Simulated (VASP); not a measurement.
# Al2Te (I4/mmm) in VASP: single point with PBE

Aim: the single point of Al2Te with PBE.

Program: VASP 6.6.1. These are calculated values, not measurements. Logs are shortened: lines on timing, memory, paths and dates and some standing lists are left out, and cuts for length are marked.

## (1) The cell of the first run

Symmetry: I4/mmm, No. 139, tetragonal system. Conventional cell: a = 3.626 Å, b = 3.626 Å, c = 9.745 Å, α = 90.00°, β = 90.00°, γ = 90.00°. Within 3.9 Å of Al (site symmetry 4mm) lie 9 Al at 2.94 to 3.63 Å and 5 Te at 3.09 to 3.15 Å. Te (site symmetry 4/mmm) has 10 Al at 3.09 to 3.15 Å and 4 Te at 3.63 Å within 4.1 Å.

## (2) Single point, PBE

Input file INCAR:

```
  PREC = Accurate
  ENCUT = 520
  EDIFF = 1E-6
  ISMEAR = 0
  SIGMA = 0.1
  LREAL = False
  LASPH = True
  NELM = 80
  ALGO = Fast
  ISIF = 2
  LWAVE = False
  LCHARG = True
  GGA = PE
  LELF = True
  LVHAR = True
  NBANDS = 13
```

Input file KPOINTS:

```
Automatic mesh
0
Gamma
  18 18 18
```

Input file POSCAR:

```
Al2Te
1.0
   -1.8131392872      1.8131392872      4.8724499800
    1.8131392872     -1.8131392872      4.8724499800
    1.8131392872      1.8131392872     -4.8724499800
Al Te
2 1
Direct
    0.6762566572      0.6762566572      0.0000000000
    0.3237433428      0.3237433428      0.0000000000
    0.0000000000      0.0000000000      0.0000000000
```

Potentials or basis: VASP PAW PBE potentials, release 64 (Al, Te).

Launch:

```
$ cat potpaw_PBE.64/Al/POTCAR potpaw_PBE.64/Te/POTCAR > POTCAR
$ mpirun -np 1 vasp_std > vasp.out
```

OUTCAR:

```text
PREC = Accurate
   ENCUT = 520
   EDIFF = 1E-6
   ISMEAR = 0
   LREAL = False
   LASPH = True
   NELM = 80
   ISIF = 2
   GGA = PE

 ion  position               nearest neighbor table
   1  0.676  0.676  0.000-   2 2.94   2 2.94   2 2.94   2 2.94   3 3.09   3 3.09   3 3.09   3 3.09
                             3 3.15
   2  0.324  0.324  0.000-   1 2.94   1 2.94   1 2.94   1 2.94   3 3.09   3 3.09   3 3.09   3 3.09
                             3 3.15
   3  0.000  0.000  0.000-   1 3.09   1 3.09   1 3.09   2 3.09   1 3.09   2 3.09   2 3.09   2 3.09
                             1 3.15   2 3.15

  LATTYP: Found a body centered tetragonal cell.
 ALAT       =     3.6262785744
 C/A-ratio  =     2.6873004266

  Lattice vectors:

 A1 = (  -1.8131392872,   1.8131392872,   4.8724499800)
 A2 = (   1.8131392872,  -1.8131392872,   4.8724499800)
 A3 = (   1.8131392872,   1.8131392872,  -4.8724499800)

Analysis of symmetry for initial positions (statically):
=====================================================================
 Subroutine PRICEL returns:
 Original cell was already a primitive cell.

 Routine SETGRP: Setting up the symmetry group for a
 body centered tetragonal supercell.

 Subroutine GETGRP returns: Found 16 space group operations
 (whereof 16 operations were pure point group operations)
 out of a pool of 16 trial point group operations.

The static configuration has the point symmetry D_4h.

Analysis of symmetry for dynamics (positions and initial velocities):
=====================================================================
 Subroutine PRICEL returns:
 Original cell was already a primitive cell.

 Routine SETGRP: Setting up the symmetry group for a
 body centered tetragonal supercell.

 Subroutine GETGRP returns: Found 16 space group operations
 (whereof 16 operations were pure point group operations)
 out of a pool of 16 trial point group operations.

The dynamic configuration has the point symmetry D_4h.

 Subroutine INISYM returns: Found 16 space group operations
 (whereof 16 operations are pure point group operations),
 and found     1 'primitive' translations

----------------------------------------------------------------------------------------

                                     Primitive cell

  volume of cell :      64.0722

  direct lattice vectors                    reciprocal lattice vectors
    -1.813139287  1.813139287  4.872449980     0.000000000  0.275764804  0.102617780
     1.813139287 -1.813139287  4.872449980     0.275764804  0.000000000  0.102617780
     1.813139287  1.813139287 -4.872449980     0.275764804  0.275764804  0.000000000

  length of vectors
     5.505971028  5.505971028  5.505971028     0.294239079  0.294239079  0.389990326

  position of ions in fractional coordinates (direct lattice)
     0.676256657  0.676256657  0.000000000
     0.323743343  0.323743343  0.000000000
     0.000000000  0.000000000  0.000000000

  ion indices of the primitive-cell ions
   primitive index   ion index
                 1           1
                 2           2
                 3           3

----------------------------------------------------------------------------------------

 KPOINTS: Automatic mesh

Automatic generation of k-mesh.
 Grid dimensions read from file:
 generate k-points for:   18   18   18

 Generating k-lattice:

  Cartesian coordinates                     Fractional coordinates (reciprocal lattice)
     0.000000000  0.015320267  0.005700988     0.055555556  0.000000000  0.000000000
     0.015320267  0.000000000  0.005700988     0.000000000  0.055555556  0.000000000
     0.015320267  0.015320267  0.000000000     0.000000000  0.000000000  0.055555556

  Length of vectors
     0.016346616  0.016346616  0.021666129

  Shift w.r.t. Gamma in fractional coordinates (k-lattice)
     0.000000000  0.000000000  0.000000000

 Subroutine IBZKPT returns following result:
 ===========================================

 Found    480 irreducible k-points:

 Following reciprocal coordinates:
            Coordinates               Weight
  0.000000  0.000000  0.000000      1.000000
  0.055556 -0.000000  0.000000      8.000000
  0.111111 -0.000000  0.000000      8.000000
  0.166667  0.000000  0.000000      8.000000
  0.222222  0.000000  0.000000      8.000000
  0.277778 -0.000000  0.000000      8.000000
[... 16 lines left out ...]
 -0.277778  0.055556 -0.000000     16.000000
 -0.222222  0.055556  0.000000     16.000000
 [... further k-points ...]
   k-points           NKPTS =    480   k-points in BZ     NKDIM =    480   number of bands    NBANDS=     13
   number of dos      NEDOS =    301   number of ions     NIONS =      3
   total plane-waves  NPLWV =  74088
   dimension x,y,z NGX =    42 NGY =   42 NGZ =   42
   dimension x,y,z NGXF=    84 NGYF=   84 NGZF=   84
   ions per type =               2   1
   NGX,Y,Z   is equivalent  to a cutoff of  12.68, 12.68, 12.68 a.u.
   NGXF,Y,Z  is equivalent  to a cutoff of  25.36, 25.36, 25.36 a.u.
 SYSTEM =  unknown system
   PREC   = accura    normal or accurate (medium, high low for compatibility)
   ISTART =      0    job   : 0-new  1-cont  2-samecut
   ICHARG =      2    charge: 1-file 2-atom 10-const
   ISPIN  =      1    spin polarized calculation?
   LNONCOLLINEAR =      F non collinear calculations
   LSORBIT =      F    spin-orbit coupling
   LASPH  =      T    aspherical Exc in radial PAW
   ENCUT  =  520.0 eV  38.22 Ry    6.18 a.u.  10.24 10.24 10.24*2*pi/ulx,y,z
   NELM   =     80;   NELMIN=  2; NELMDL= -5     # of ELM steps
   EDIFF  = 0.1E-05   stopping-criterion for ELM
   LREAL  =      F    real-space projection
   EDIFFG = 0.1E-04   stopping-criterion for IOM
   NSW    =      0    number of steps for IOM
   IBRION =     -1    ionic relax: 0-MD 1-quasi-New 2-CG
   NFREE  =      0    steps in history (QN), initial steepest desc. (CG)
   ISIF   =      2    stress and relaxation
   ISYM   =      2    0-nonsym 1-usesym 2-fastsym
   POTIM  = 0.5000    time-step for ionic-motion
   TEBEG  =    0.0;   TEEND  =   0.0 temperature during run
   PSTRESS=    0.0 pullay stress
   NELECT =      12.0000    total number of electrons
   NUPDOWN=      -1.0000    fix difference up-down
   EMIN   =  10.00;   EMAX   =-10.00  energy-range for DOS
   EFERMI =   0.00;   METHOD = LEGACY
   ISMEAR =     0;   SIGMA  =   0.10  broadening in eV -4-tet -1-fermi 0-gaus
   EFERMI_NEDOS =   21; number of points for ismear=-14 and -15
   IALGO  =     68    algorithm
   IMIX   =      4    mixing-type and parameters
     AMIX     =   0.40;   BMIX     =  1.00
     AMIX_MAG =   1.60;   BMIX_MAG =  1.00
  volume/ion in A,a.u.               =      21.36       144.13
  Fermi-wavevector in a.u.,A,eV,Ry     =   0.936653  1.770017 11.936645  0.877319
  Thomas-Fermi vector in A             =   2.063684
   LORBIT       =      0    0 simple, 1 ext, 2 COOP (PROOUT), +10 PAW based schemes
   GGA     = PE    functional components
   LHFCALC =     F    Hartree Fock is set to
   AEXX    =    0.0000 exact exchange contribution
   IVDW    =     0    specifies the selected vdW correction
   LEPSILON=     F    determine dielectric tensor
   LRPA    =     F    only Hartree local field effects (RPA)
 non-spin polarized calculation
 RMM-DIIS sequential band-by-band and
 Gauss-broadening in eV      SIGMA  =   0.10
  energy-cutoff  :      520.00
  volume of cell :       64.07
 maximum number of plane-waves:      1746
 NGX is ok and might be reduce to    42
   NGX = 21   NGY = 21   NGZ = 21

 number of electron      12.0000000 magnetization

 Free energy of the ion-electron system (eV)
  ---------------------------------------------------
  ext. energy  EPLUGINS =         0.00000000
  ---------------------------------------------------
  free energy    TOTEN  =       -10.12804726 eV

  energy without entropy =      -10.12115711  energy(sigma->0) =      -10.12460218

 E-fermi :   7.6956     XC(G=0): -10.0058

 val. band max:        7.6871419257   @ k =   0.1667   0.1667   0.1667
 cond. band min:       7.6998414020   @ k =   0.3889   0.2778   0.1111
 fundamental gap:      0.0126994763
 Fermi energy:         7.6955894486

 k-point     1 :       0.0000    0.0000    0.0000
  band No.  band energies     occupation
      1      -5.4885      2.00000
      2       1.8172      2.00000
      3       2.3846      2.00000
      4       6.5656      2.00000
      5       6.5656      2.00000
      6       8.2817      0.00000
      7       9.3364      0.00000
      8       9.3364      0.00000
      9       9.7388      0.00000
     10      11.5193      0.00000
     11      11.8235      0.00000
     12      16.7497      0.00000
     13      16.7651      0.00000

 k-point     2 :       0.0556   -0.0000    0.0000
  band No.  band energies     occupation
      1      -5.4578      2.00000
      2       1.7035      2.00000
      3       2.5542      2.00000
      4       6.1616      2.00000
      5       6.5869      2.00000
      6       8.5581      0.00000
      7       8.6364      0.00000
      8       9.3813      0.00000
      9      10.2467      0.00000
     10      11.7661      0.00000
     11      12.1163      0.00000
     12      16.2024      0.00000
     13      16.5474      0.00000

 k-point     3 :       0.1111   -0.0000    0.0000
  band No.  band energies     occupation
      1      -5.3667      2.00000
      2       1.5214      2.00000
      3       2.8893      2.00000
      4       5.3943      2.00000
      5       6.6502      2.00000
      6       7.6796      1.17840
      7       9.0947      0.00000
      8       9.5145      0.00000
      9      10.6287      0.00000
     10      12.3484      0.00000
     11      12.9951      0.00000
     12      15.3490      0.00000
     13      16.0126      0.00000

 k-point     4 :       0.1667    0.0000    0.0000
  band No.  band energies     occupation
      1      -5.2186      2.00000
      2       1.3650      2.00000
      3       3.2137      2.00000
      4       4.6530      2.00000
      5       6.7539      2.00000
      6       6.8339      2.00000
      7       9.4870      0.00000
      8       9.7323      0.00000
      9      10.9672      0.00000
     10      13.1493      0.00000
     11      14.0698      0.00000
     12      14.5038      0.00000
     13      15.3893      0.00000

 k-point     5 :       0.2222    0.0000    0.0000
  band No.  band energies     occupation
      1      -5.0200      2.00000
      2       1.2357      2.00000
      3       3.1891      2.00000
      4       4.3143      2.00000
      5       6.1442      2.00000
      6       6.8943      2.00000
      7       9.7855      0.00000
      8      10.0270      0.00000
      9      11.3448      0.00000
     10      13.7202      0.00000
     11      13.8183      0.00000
     12      14.2125      0.00000
     13      15.2681      0.00000
[... 257 lines left out ...]
 k-point    22 :      -0.3333    0.0556    0.0000
  band No.  band energies     occupation
      1      -4.5181      2.00000
      2       0.9900      2.00000
      3       2.6040      2.00000
      4       3.9190      2.00000
      5       5.7970      2.00000
      6       6.9710      2.00000
      7       9.9768      0.00000
      8      10.8595      0.00000
      9      11.5235      0.00000
     10      12.3084      0.00000
     11      13.1490      0.00000
     12      14.0118      0.00000
     13      16.0068      0.00000

 k-point    23 :      -0.2778    0.0556   -0.0000
  band No.  band energies     occupation
      1      -4.7742      2.00000
      2       1.2814      2.00000
      3       2.8664      2.00000
      4       4.1729      2.00000
      5       5.6010      2.00000
      6       6.7724      2.00000
      7       9.6313      0.00000
      8      10.5624      0.00000
      9      11.9452      0.00000
     10      12.5575      0.00000
     11      13.6321      0.00000
     12      14.5071      0.00000
     13      15.8372      0.00000

 k-point    24 :      -0.2222    0.0556    0.0000
  band No.  band energies     occupation
      1      -5.0088      2.00000
      2       1.4731      2.00000
      3       3.1368      2.00000
      4       4.2221      2.00000
      5       6.0219      2.00000
      6       6.5918      2.00000
      7       9.2970      0.00000
      8      10.2626      0.00000
      9      11.8060      0.00000
     10      13.0806      0.00000
     11      14.2266      0.00000
     12      14.4927      0.00000
     13      15.6251      0.00000

 [... further k-points ...]
[... 5 lines left out ...]
  --------------------------------------------------------------------------------------
  -------------------------------------------------------------------------------------
  Total       -0.0100943     -0.0100943      0.0059416      0.0000000      0.0000000      0.0000000
  in kB       -0.2524158     -0.2524158      0.1485749      0.0000000      0.0000000      0.0000000
  external PRESSURE =      -0.1187522 kB  Pullay stress =       0.0000000 kB

 VOLUME and BASIS-vectors are now :
 -----------------------------------------------------------------------------
  energy-cutoff  :      520.00
  volume of cell :       64.07
      direct lattice vectors                 reciprocal lattice vectors
    -1.813139287  1.813139287  4.872449980     0.000000000  0.275764804  0.102617780
     1.813139287 -1.813139287  4.872449980     0.275764804  0.000000000  0.102617780
     1.813139287  1.813139287 -4.872449980     0.275764804  0.275764804  0.000000000

 POSITION                                       TOTAL-FORCE (eV/Angst)
 -----------------------------------------------------------------------------------
      0.00000      0.00000      6.59005         0.000000      0.000000      0.004332
      0.00000      0.00000      3.15485         0.000000      0.000000     -0.004332
      0.00000      0.00000      0.00000        -0.000000     -0.000000      0.000000
 -----------------------------------------------------------------------------------
    total drift:                               -0.000000      0.000000      0.000000

  FREE ENERGIE OF THE ION-ELECTRON SYSTEM (eV)
  ---------------------------------------------------
  free  energy   TOTEN  =       -10.1280472614 eV

  energy  without entropy=      -10.1211571071  energy(sigma->0) =      -10.12460218
```

Run time: 6.6 min. Hardware: 1 thread of Intel Xeon Platinum 8488C (Sapphire Rapids), shared host; peak memory 0.57 GiB.

Results:

- Free energy: -10.1280 eV
- Pressure: 0.0 GPa
- Largest force: 0.004 eV/Å
- Band gap on the k mesh: zero (bands 6 and 7 overlap by 3.94 eV)

Forces in eV/Å, atoms in the order of the input:
```
Al   0.000  0.000  0.004
Al   0.000  0.000 -0.004
Te   0.000  0.000  0.000
```

Caveat: spin-orbit coupling is left out, which moves the levels of the heavy elements.
